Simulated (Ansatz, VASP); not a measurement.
Ta2N in VASP and in Ansatz

Contents of INCAR:

```
PREC     = Accurate       # precision mode
ENCUT    = 520            # plane-wave cutoff, eV
EDIFF    = 1E-7           # SCF threshold, eV
ISMEAR   = 0              # smearing method
SIGMA    = 0.15           # smearing width, eV
LREAL    = F              # projectors in reciprocal space
LASPH    = T              # aspherical terms in the spheres
NELM     = 60             # most SCF steps
ALGO     = Normal         # electronic algorithm
ISIF     = 2              # what is computed and relaxed
LWAVE    = F              # write WAVECAR
LCHARG   = F              # write CHGCAR
NBANDS   = 20             # bands
```

Contents of KPOINTS:

```
regular mesh
0
Gamma
  15 15 8
```

The input POSCAR:

```
Ta2N
1.0
    3.0618406011      0.0000000000      0.0000000000
   -1.5309203006      2.6516317429      0.0000000000
    0.0000000000      0.0000000000      4.4520612878
Ta N
2 1
Direct
    0.6666666667      0.3333333333      0.7466885012
    0.3333333333      0.6666666667      0.2533114988
    0.0000000000      0.0000000000      0.0000000000
```

Input for Ansatz:

```yaml
crystal:
  lattice:
    - [3.0618406011, 0.0, 0.0]
    - [-1.5309203006, 2.6516317429, 0.0]
    - [0.0, 0.0, 4.4520612878]
  atoms:
    - { symbol: Ta, position: [0.6666666667, 0.3333333333, 0.7466885012] }
    - { symbol: Ta, position: [0.3333333333, 0.6666666667, 0.2533114988] }
    - { symbol: "N", position: [0.0, 0.0, 0.0] }
basis:
  ecutwfc: 520.0
kpoints:
  mp_grid: { grid: [15, 15, 8] }
hamiltonian:
  xc: lda
  pseudopotentials: { kind: paw, azcp: { folder: soft_1 } }
scf:
  occupations: { method: gaussian, width: 0.15 }
output:
  forces: true
  stress: true
  eigenvalues: true
  write_density: true
  write_potential: true
  elf: true
  volumetric_format: npy
```

Change from the starting cell: engineering shear strain xy +0.0000, normal strain along z -0.0700.

Alike in both runs: task single point; functional LDA; k mesh 15 × 15 × 8; occupations gaussian, width 0.15 eV; no spin polarisation.

|  | VASP | Ansatz |
| --- | --- | --- |
| version | VASP 6.6.1 | Ansatz 0.2.0 |
| potentials or method | VASP PAW LDA potentials, release 64 (Ta_pv, N), cutoff 520 eV | scalar-relativistic, plane waves, PAW |
| valence electrons in the cell | 27 | 31 |

VASP gave:

| Item | Value |
| --- | --- |
| gap on the k mesh at the Fermi level (eV) | none |
| pressure (GPa) | 29.5 |
| traceless stress, the component that is largest in VASP (GPa) | 14.37 |
| rms of the force components (eV/Å) | 0.013 |

Problem. Which values does Ansatz return?

Solution. gap on the k mesh at the Fermi level (eV): none; pressure (GPa): 27.4; traceless stress, the component that is largest in VASP (GPa): 14.42; rms of the force components (eV/Å): 0.045.

Ansatz warns that its potentials were made for another functional, while VASP's fit it. LDA's correlation is that of Perdew and Zunger in VASP and of Perdew and Wang (1992) in Ansatz. Atom by atom the forces differ by 0.032 eV/Å (rms over components). A gap of «none» marks a metal or a gap that the smearing closes. VASP's potentials hold 27 valence electrons a cell and Ansatz's 31, so a difference there can come from the potentials and not from the codes.

Neither program's run includes spin-orbit coupling.
